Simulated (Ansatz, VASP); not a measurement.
Mo: VASP beside Ansatz

```
Mo
1.0
    -1.57495    1.57495    1.57495
     1.57495   -1.57495    1.57495
     1.57495    1.57495   -1.57495
Mo
1
Direct
  0.00000 0.00000 0.00000
```

Alike in both runs: functional r2SCAN; k mesh 16 × 16 × 16; occupations gaussian, width 0.1 eV; no spin polarisation.

Ansatz relaxed the structure, and its values are those at the end. VASP's run is a single point on that final structure, the one shown.

|  | VASP | Ansatz |
| --- | --- | --- |
| version | VASP 6.6.1 | Ansatz 0.2.0 |
| potentials or method | VASP PAW PBE potentials, release 64 (Mo_sv), cutoff 520 eV | scalar-relativistic, plane waves, PAW |
| valence electrons in the cell | 14 | 14 |

|  | VASP | Ansatz | Ansatz less VASP |
| --- | --- | --- | --- |
| gap on the k mesh at the Fermi level (eV) | none | none | - |
| pressure (GPa) | 1.1 | 0.0 | -1.08 |

VASP's potentials were made for PBE, not for r2SCAN. A gap of «none» marks a metal or a gap that the smearing closes.
